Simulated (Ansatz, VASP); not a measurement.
## Two plane-wave programs on AlN

```
CELL_PARAMETERS angstrom
0.00000 2.20126 2.20126
2.20126 0.00000 2.20126
2.20126 2.20126 0.00000
ATOMIC_POSITIONS crystal
Al 0.00000 0.00000 0.00000
N 0.25000 0.25000 0.25000
```

Alike in both runs: functional PBE; k mesh 10 × 10 × 10; occupations gaussian, width 0.02 eV; no spin polarisation.

Ansatz relaxed the structure, and its values are those at the end. VASP's run is a single point on that final structure, the one shown.

|  | VASP | Ansatz |
| --- | --- | --- |
| version | VASP 6.6.1 | Ansatz 0.2.0 |
| potentials or method | VASP PAW PBE potentials, release 64 (Al, N), cutoff 600 eV | scalar-relativistic, plane waves, PAW |
| valence electrons in the cell | 8 | 8 |

VASP gave:

```
gap on the k mesh at the Fermi level (eV) : 3.31
least direct gap on the mesh (eV)         : 3.99
pressure (GPa)                            : -0.3
```

Task: Estimate Ansatz's values.

Result: gap on the k mesh at the Fermi level (eV): 3.31; least direct gap on the mesh (eV): 3.98; pressure (GPa): 0.0.
